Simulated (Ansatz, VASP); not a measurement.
## One calculation of Al2Cl2F, two programs

```xyz
5
Lattice="-1.9384 2.8034 4.3056 1.9384 -2.8034 4.3056 1.9384 2.8034 -4.3056" Properties=species:S:1:pos:R:3 pbc="T T T"
Al    1.9384    1.4293    0.0000
Al    0.0000    1.3742    4.3056
Cl    0.0000    2.8034    2.2345
Cl    1.9384    0.0000    2.0711
F     0.0000    0.0000    0.0000
```

Change from the starting cell: species swapped into the Ho2AlNi2 type (Immm, No. 71).

Alike in both runs: functional PBE; k mesh 6 × 6 × 6; occupations gaussian, width 0.1 eV; no spin polarisation.

Ansatz relaxed the structure, and its values are those at the end. VASP's run is a single point on that final structure, the one shown.

```csv
,VASP,Ansatz
version,VASP 6.6.1,Ansatz 0.2.0
potentials or method,"VASP PAW PBE potentials, release 64 (Al, Cl, F), cutoff 520 eV","scalar-relativistic, plane waves, PAW"
valence electrons in the cell,27,27
```

|  | VASP | Ansatz | Ansatz less VASP |
| --- | --- | --- | --- |
| gap on the k mesh at the Fermi level (eV) | none | none | - |
| pressure (GPa) | -0.3 | -0.1 | +0.14 |
| rms of the force components (eV/Å) | 0.003 | 0.006 | +0.0035 |

A gap of «none» marks a metal or a gap that the smearing closes. The functional is the same, so the differences come from potentials, cutoffs and numerics.
